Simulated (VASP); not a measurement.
# Be2S (P-4m2) in VASP: further runs, part 2 of 3

VASP 6.6.1. The steps go on from the part before.

## Step 3: Single point, PBE-based screened hybrid

POSCAR

```
Be2S
1.0
    3.1575700000      0.0000000000      0.0000000000
    0.0000000000      3.1575700000      0.0000000000
    0.0000000000      0.0000000000      3.9403700000
Be S
2 1
Direct
    0.0000000000      0.5000000000      0.1685400000
    0.5000000000      0.0000000000      0.8314600000
    0.5000000000      0.5000000000      0.5000000000
```

INCAR.step1

```
SYSTEM = Be2S
  PREC = Accurate
  ENCUT = 520
  EDIFF = 1E-5
  ISMEAR = -1
  SIGMA = 0.05
  LREAL = .FALSE.
  LASPH = .TRUE.
  NELM = 60
  ALGO = Normal
  ISIF = 2
  LWAVE = .TRUE.
  LCHARG = .FALSE.
  GGA = PE
  NBANDS = 12
```

INCAR.step2

```
SYSTEM = Be2S
  PREC = Accurate
  ENCUT = 520
  EDIFF = 1E-6
  ISMEAR = -1
  SIGMA = 0.05
  LREAL = .FALSE.
  LASPH = .TRUE.
  NELM = 60
  ALGO = Normal
  ISIF = 2
  LWAVE = .FALSE.
  LCHARG = .FALSE.
  GGA = PE
  LHFCALC = .TRUE.
  AEXX = 0.25
  HFSCREEN = 0.15
  PRECFOCK = Normal
  ISTART = 1
  NBANDS = 12
```

KPOINTS

```
Automatic mesh
0
G
  4 4 4
  0 0 0
```

Potentials or basis: VASP PAW PBE potentials, release 64 (Be, S).

The run is started by

```
> cat potpaw_PBE.64/Be/POTCAR potpaw_PBE.64/S/POTCAR > POTCAR
> cp INCAR.step1 INCAR
> mpirun -np 1 vasp_std > vasp.out
> cp INCAR.step2 INCAR
> mpirun -np 1 vasp_std > vasp.out
```

OUTCAR:

```text
SYSTEM = Be2S
   PREC = Accurate
   ENCUT = 520
   EDIFF = 1E-6
   ISMEAR = -1
   LREAL = .FALSE.
   LASPH = .TRUE.
   NELM = 60
   ISIF = 2
   GGA = PE
   LHFCALC = .TRUE.
   AEXX = 0.25
   HFSCREEN = 0.15
   PRECFOCK = Normal
   ISTART = 1

 ion  position               nearest neighbor table
   1  0.000  0.500  0.169-   3 2.05   3 2.05
   2  0.500  0.000  0.831-   3 2.05   3 2.05
   3  0.500  0.500  0.500-   1 2.05   2 2.05   2 2.05   1 2.05

  LATTYP: Found a simple tetragonal cell.
 ALAT       =     3.1575700000
 C/A-ratio  =     1.2479121603

  Lattice vectors:

 A1 = (   3.1575700000,   0.0000000000,   0.0000000000)
 A2 = (   0.0000000000,   3.1575700000,   0.0000000000)
 A3 = (   0.0000000000,   0.0000000000,   3.9403700000)

Analysis of symmetry for initial positions (statically):
=====================================================================
 Subroutine PRICEL returns:
 Original cell was already a primitive cell.

 Routine SETGRP: Setting up the symmetry group for a
[... 181 lines left out ...]
      2      -0.8155      2.00000
      3       1.0145      2.00000
      4       1.8164      2.00000
      5       1.8164      2.00000
      6       9.4951      0.00000
      7      10.5106      0.00000
      8      13.3680      0.00000
      9      13.3680      0.00000
     10      13.8763      0.00000
     11      13.8763      0.00000
     12      15.3109      0.00000
[... 241 lines left out ...]
 k-point    18 :       0.5000    0.5000    0.5000
  band No.  band energies     occupation
      1      -9.2617      2.00000
      2      -1.7185      2.00000
      3      -1.4979      2.00000
      4      -1.4979      2.00000
      5       4.7207      1.99913
      6       6.4453      0.00000
      7       6.4453      0.00000
      8       6.9050      0.00000
      9      14.5877      0.00000
     10      17.0251      0.00000
     11      17.0851      0.00000
     12      17.0851      0.00000

------------------------ aborting loop because EDIFF is reached ----------------------------------------

  FORCE on cell =-STRESS in cart. coord.  units (eV):
  Direction    XX          YY          ZZ          XY          YZ          ZX
  --------------------------------------------------------------------------------------
  -------------------------------------------------------------------------------------
  Total       -0.1324098     -0.1324098     -0.5425145      0.0000000      0.0000000     -0.0000000
  in kB       -5.3999263     -5.3999263    -22.1247807      0.0000000      0.0000000     -0.0000000
  external PRESSURE =     -10.9748778 kB  Pullay stress =       0.0000000 kB

 VOLUME and BASIS-vectors are now :
 -----------------------------------------------------------------------------
  energy-cutoff  :      520.00
  volume of cell :       39.29
      direct lattice vectors                 reciprocal lattice vectors
     3.157570000  0.000000000  0.000000000     0.316699234  0.000000000  0.000000000
     0.000000000  3.157570000  0.000000000     0.000000000  0.316699234  0.000000000
     0.000000000  0.000000000  3.940370000     0.000000000  0.000000000  0.253783274

 POSITION                                       TOTAL-FORCE (eV/Angst)
 -----------------------------------------------------------------------------------
      0.00000      1.57879      0.66411        -0.000000      0.000000      0.198350
      1.57879      0.00000      3.27626        -0.000000      0.000000     -0.198350
      1.57879      1.57879      1.97019         0.000000     -0.000000      0.000000
 -----------------------------------------------------------------------------------
    total drift:                               -0.000000      0.000000      0.000001

  FREE ENERGIE OF THE ION-ELECTRON SYSTEM (eV)
  ---------------------------------------------------
  free  energy   TOTEN  =       -13.1807479027 eV

  energy  without entropy=      -13.1785732653  energy(sigma->0) =      -13.17966058
```

OSZICAR.step1:

```text
N       E                     dE             d eps       ncg     rms          rms(c)
DAV:   1     0.225594747344E+02    0.22559E+02   -0.43079E+03   432   0.708E+02
DAV:   2    -0.991837960844E+01   -0.32478E+02   -0.30085E+02   524   0.123E+02
DAV:   3    -0.118360718708E+02   -0.19177E+01   -0.19087E+01   568   0.301E+01
DAV:   4    -0.118531474841E+02   -0.17076E-01   -0.17071E-01   512   0.327E+00
DAV:   5    -0.118533602131E+02   -0.21273E-03   -0.21272E-03   620   0.387E-01    0.784E+00
DAV:   6    -0.117199846767E+02    0.13338E+00   -0.14850E-01   516   0.181E+00    0.498E+00
DAV:   7    -0.116833411785E+02    0.36643E-01   -0.12688E-01   520   0.186E+00    0.744E-01
DAV:   8    -0.116821707684E+02    0.11704E-02   -0.11821E-02   512   0.617E-01    0.115E-01
DAV:   9    -0.116822356429E+02   -0.64875E-04   -0.66320E-04   520   0.179E-01    0.368E-02
DAV:  10    -0.116822544720E+02   -0.18829E-04   -0.24597E-05   508   0.339E-02    0.121E-02
DAV:  11    -0.116822595618E+02   -0.50898E-05   -0.10336E-05   472   0.199E-02
   1 F= -.11682260E+02 E0= -.11680387E+02  d E =-.374509E-02
```

Run time: 2 min. Hardware: 1 thread of Intel Xeon Platinum 8488C (Sapphire Rapids), shared host; peak memory 0.24 GiB.

Results:

- Free energy: -13.1807 eV
- Pressure: -1.1 GPa
- Largest force: 0.198 eV/Å
- Band gap on the k mesh: zero (band 5 reaches 6.11 eV, above the bottom of band 6 at 5.11 eV)

Forces in eV/Å, atoms in the order of the input:
```
Be   0.000  0.000  0.198
Be   0.000  0.000 -0.198
S    0.000  0.000  0.000
```

Caveat: the k points lie up to 0.50 Å⁻¹ apart; the PAW data sets were made with another functional, which shifts forces and pressure a little.

## Step 4: Single point, PBE-based screened hybrid

POSCAR is that of step 3.

INCAR.step1

```
ALGO = Normal
EDIFF = 1E-5
ENCUT = 520
GGA = PE
ISIF = 2
ISMEAR = -1
LASPH = True
LREAL = False
LWAVE = True
NBANDS = 12
NELM = 100
PREC = Accurate
SIGMA = 0.05
```

INCAR.step2

```
AEXX = 0.25
ALGO = Normal
EDIFF = 1E-6
ENCUT = 520
GGA = PE
HFSCREEN = 0.2
ISIF = 2
ISMEAR = -1
ISTART = 1
LASPH = True
LCHARG = True
LELF = True
LHFCALC = True
LREAL = False
LVHAR = True
LWAVE = False
NBANDS = 12
NELM = 100
PREC = Accurate
PRECFOCK = Normal
SIGMA = 0.05
```

KPOINTS

```
k-points
0
Gamma
  4 4 4
```

The run is started by

```
> cat potpaw_PBE.64/Be/POTCAR potpaw_PBE.64/S/POTCAR > POTCAR
> cp INCAR.step1 INCAR
> mpirun -np 1 vasp_std > vasp.out
> cp INCAR.step2 INCAR
> mpirun -np 1 vasp_std > vasp.out
```

It took 2.1 min on 1 thread of Intel Xeon Platinum 8488C (Sapphire Rapids), shared host; peak memory 0.24 GiB.

Results (log left out):

- Free energy: -13.0226 eV
- Pressure: -1.0 GPa
- Largest force: 0.197 eV/Å
- Band gap on the k mesh: zero (band 5 reaches 6.09 eV, above the bottom of band 6 at 5.09 eV)

Forces in eV/Å, atoms in the order of the input:
```
Be   0.000  0.000  0.197
Be   0.000  0.000 -0.197
S    0.000  0.000  0.000
```

Stress tensor (GPa, compression positive):
```
-0.41  0.00  0.00
 0.00 -0.41  0.00
 0.00  0.00 -2.16
```

Levels at points of the mesh, in eV from the Fermi level:
| k point | band 2 | band 3 | band 4 | band 5 | band 6 | band 7 | band 8 | band 9 |
| --- | --- | --- | --- | --- | --- | --- | --- | --- |
| (0.00, 0.00, 0.00) | -5.81 | -3.97 | -3.18 | -3.18 | 4.33 | 5.34 | 8.19 | 8.19 |
| (0.50, 0.00, 0.00) | -8.46 | -4.98 | -2.26 | -0.38 | 0.00 | 4.50 | 6.63 | 6.71 |
| (0.50, 0.50, 0.00) | -6.76 | -6.76 | -4.22 | -2.09 | 2.51 | 3.62 | 3.62 | 7.35 |
| (0.00, 0.00, 0.50) | -9.28 | -2.61 | -2.61 | 1.00 | 4.02 | 4.02 | 4.99 | 5.55 |
| (0.50, 0.00, 0.50) | -7.71 | -7.60 | -3.35 | -1.91 | 4.51 | 6.91 | 7.58 | 7.68 |
| (0.50, 0.50, 0.50) | -6.71 | -6.49 | -6.49 | -0.30 | 1.29 | 1.29 | 1.76 | 9.41 |

Caveat: the k points lie up to 0.50 Å⁻¹ apart; the PAW data sets were made with another functional, which shifts forces and pressure a little.

## Step 5: Single point, PBE-based screened hybrid

POSCAR is that of step 4.

INCAR.step1

```
PREC = Accurate ; ENCUT = 520
EDIFF = 1E-5 ; ISMEAR = -1
SIGMA = 0.05 ; LREAL = F
LASPH = T ; NELM = 80
ALGO = Normal ; ISIF = 2
LWAVE = T ; LCHARG = F
NBANDS = 12 ; GGA = PE
```

INCAR.step2

```
PREC = Accurate ; ENCUT = 520
EDIFF = 1E-7 ; ISMEAR = -1
SIGMA = 0.05 ; LREAL = F
LASPH = T ; NELM = 80
ALGO = Normal ; ISIF = 2
LWAVE = F ; LCHARG = F
GGA = PE ; LHFCALC = T
AEXX = 0.25 ; HFSCREEN = 0.3
PRECFOCK = Normal ; NBANDS = 12
ISTART = 1
```

KPOINTS

```
Automatic mesh
0
Gamma
  4 4 4
```

Potentials or basis: VASP PAW PBE potentials, release 64 (Be, S).

The run is started by

```
> cat potpaw_PBE.64/Be/POTCAR potpaw_PBE.64/S/POTCAR > POTCAR
> cp INCAR.step1 INCAR
> mpirun -np 1 vasp_std > vasp.out
> cp INCAR.step2 INCAR
> mpirun -np 1 vasp_std > vasp.out
```

OUTCAR:

```text
PREC = Accurate
   ENCUT = 520
   EDIFF = 1E-7
   ISMEAR = -1
   LREAL = F
   LASPH = T
   NELM = 80
   ISIF = 2
   GGA = PE
   LHFCALC = T
   AEXX = 0.25
   HFSCREEN = 0.3
   PRECFOCK = Normal
   ISTART = 1

 ion  position               nearest neighbor table
   1  0.000  0.500  0.169-   3 2.05   3 2.05
   2  0.500  0.000  0.831-   3 2.05   3 2.05
   3  0.500  0.500  0.500-   1 2.05   2 2.05   2 2.05   1 2.05

  LATTYP: Found a simple tetragonal cell.
 ALAT       =     3.1575700000
 C/A-ratio  =     1.2479121603

  Lattice vectors:

 A1 = (   3.1575700000,   0.0000000000,   0.0000000000)
 A2 = (   0.0000000000,   3.1575700000,   0.0000000000)
 A3 = (   0.0000000000,   0.0000000000,   3.9403700000)

Analysis of symmetry for initial positions (statically):
=====================================================================
 Subroutine PRICEL returns:
 Original cell was already a primitive cell.

 Routine SETGRP: Setting up the symmetry group for a
 simple tetragonal supercell.

[... 178 lines left out ...]
      1     -11.5859      2.00000
      2      -0.5414      2.00000
      3       1.3099      2.00000
      4       2.0676      2.00000
      5       2.0676      2.00000
      6       9.3245      0.00000
      7      10.3132      0.00000
      8      13.1209      0.00000
      9      13.1209      0.00000
     10      13.6366      0.00000
     11      13.6366      0.00000
     12      15.0753      0.00000
[... 241 lines left out ...]
 k-point    18 :       0.5000    0.5000    0.5000
  band No.  band energies     occupation
      1      -8.9494      2.00000
      2      -1.4368      2.00000
      3      -1.2122      2.00000
      4      -1.2122      2.00000
      5       4.8863      1.93793
      6       6.2935      0.00000
      7       6.2935      0.00000
      8       6.7714      0.00000
      9      14.3410      0.00000
     10      16.7686      0.00000
     11      16.8230      0.00000
     12      16.8230      0.00000

------------------------ aborting loop because EDIFF is reached ----------------------------------------

  FORCE on cell =-STRESS in cart. coord.  units (eV):
  Direction    XX          YY          ZZ          XY          YZ          ZX
  --------------------------------------------------------------------------------------
  -------------------------------------------------------------------------------------
  Total       -0.0474348     -0.0474348     -0.5035588      0.0000000      0.0000000      0.0000000
  in kB       -1.9344811     -1.9344811    -20.5360924      0.0000000      0.0000000      0.0000000
  external PRESSURE =      -8.1350182 kB  Pullay stress =       0.0000000 kB

 VOLUME and BASIS-vectors are now :
 -----------------------------------------------------------------------------
  energy-cutoff  :      520.00
  volume of cell :       39.29
      direct lattice vectors                 reciprocal lattice vectors
     3.157570000  0.000000000  0.000000000     0.316699234  0.000000000  0.000000000
     0.000000000  3.157570000  0.000000000     0.000000000  0.316699234  0.000000000
     0.000000000  0.000000000  3.940370000     0.000000000  0.000000000  0.253783274

 POSITION                                       TOTAL-FORCE (eV/Angst)
 -----------------------------------------------------------------------------------
      0.00000      1.57879      0.66411         0.000000      0.000000      0.190835
      1.57879      0.00000      3.27626         0.000000      0.000000     -0.190835
      1.57879      1.57879      1.97019        -0.000000     -0.000000     -0.000000
 -----------------------------------------------------------------------------------
    total drift:                               -0.000000      0.000000      0.000000

  FREE ENERGIE OF THE ION-ELECTRON SYSTEM (eV)
  ---------------------------------------------------
  free  energy   TOTEN  =       -12.7598502946 eV

  energy  without entropy=      -12.7573332608  energy(sigma->0) =      -12.75859178
```

OUTCAR.step1:

```text
PREC = Accurate
   ENCUT = 520
   EDIFF = 1E-5
   ISMEAR = -1
   LREAL = F
   LASPH = T
[... 486 lines left out ...]
      0.00000      1.57879      0.66411         0.000000     -0.000000      0.030225
      1.57879      0.00000      3.27626        -0.000000     -0.000000     -0.030225
      1.57879      1.57879      1.97019         0.000000      0.000000      0.000000
 -----------------------------------------------------------------------------------
    total drift:                                0.000000     -0.000000     -0.000000

  FREE ENERGIE OF THE ION-ELECTRON SYSTEM (eV)
  ---------------------------------------------------
  free  energy   TOTEN  =       -11.6822595618 eV

  energy  without entropy=      -11.6785144700  energy(sigma->0) =      -11.68038702
```

OSZICAR.step1:

```text
N       E                     dE             d eps       ncg     rms          rms(c)
DAV:   1     0.225594747344E+02    0.22559E+02   -0.43079E+03   432   0.708E+02
DAV:   2    -0.991837960844E+01   -0.32478E+02   -0.30085E+02   524   0.123E+02
DAV:   3    -0.118360718708E+02   -0.19177E+01   -0.19087E+01   568   0.301E+01
DAV:   4    -0.118531474841E+02   -0.17076E-01   -0.17071E-01   512   0.327E+00
DAV:   5    -0.118533602131E+02   -0.21273E-03   -0.21272E-03   620   0.387E-01    0.784E+00
DAV:   6    -0.117199846767E+02    0.13338E+00   -0.14850E-01   516   0.181E+00    0.498E+00
DAV:   7    -0.116833411785E+02    0.36643E-01   -0.12688E-01   520   0.186E+00    0.744E-01
DAV:   8    -0.116821707684E+02    0.11704E-02   -0.11821E-02   512   0.617E-01    0.115E-01
DAV:   9    -0.116822356429E+02   -0.64875E-04   -0.66320E-04   520   0.179E-01    0.368E-02
DAV:  10    -0.116822544720E+02   -0.18829E-04   -0.24597E-05   508   0.339E-02    0.121E-02
DAV:  11    -0.116822595618E+02   -0.50898E-05   -0.10336E-05   472   0.199E-02
   1 F= -.11682260E+02 E0= -.11680387E+02  d E =-.374509E-02
```

Run time: 2.8 min. Hardware: 1 thread of Intel Xeon Platinum 8488C (Sapphire Rapids), shared host; peak memory 0.24 GiB.

Results:

```
Free energy            : -12.7599 eV
Pressure               : -0.8 GPa
Largest force          : 0.191 eV/Å
Band gap on the k mesh : zero (band 5 reaches 6.11 eV, above the bottom of band 6 at 5.05 eV)
```

Forces in eV/Å, atoms in the order of the input:
```
Be   0.000  0.000  0.191
Be   0.000  0.000 -0.191
S    0.000  0.000  0.000
```

Levels at points of the mesh, in eV from the Fermi level:
```
           k point  band 1  band 2  band 3  band 4  band 5  band 6  band 7  band 8  band 9  band 10
(0.00, 0.00, 0.00)  -16.64   -5.60   -3.75   -2.99   -2.99    4.27    5.25    8.06    8.06     8.58
(0.50, 0.00, 0.00)  -15.46   -8.21   -4.79   -2.08   -0.24    0.00    4.43    6.52    6.62     9.53
(0.50, 0.50, 0.00)  -14.43   -6.54   -6.54   -4.05   -1.92    2.43    3.54    3.54    7.24     7.24
(0.00, 0.00, 0.50)  -16.24   -9.02   -2.43   -2.43    1.05    3.95    3.95    4.92    5.47    10.18
(0.50, 0.00, 0.50)  -15.09   -7.47   -7.37   -3.14   -1.73    4.42    6.80    7.46    7.58     9.10
(0.50, 0.50, 0.50)  -14.01   -6.50   -6.27   -6.27   -0.17    1.24    1.24    1.71    9.28    11.71
```

Caveat: the k points lie up to 0.50 Å⁻¹ apart; the PAW data sets were made with another functional, which shifts forces and pressure a little.

[end of part 2 of 3]
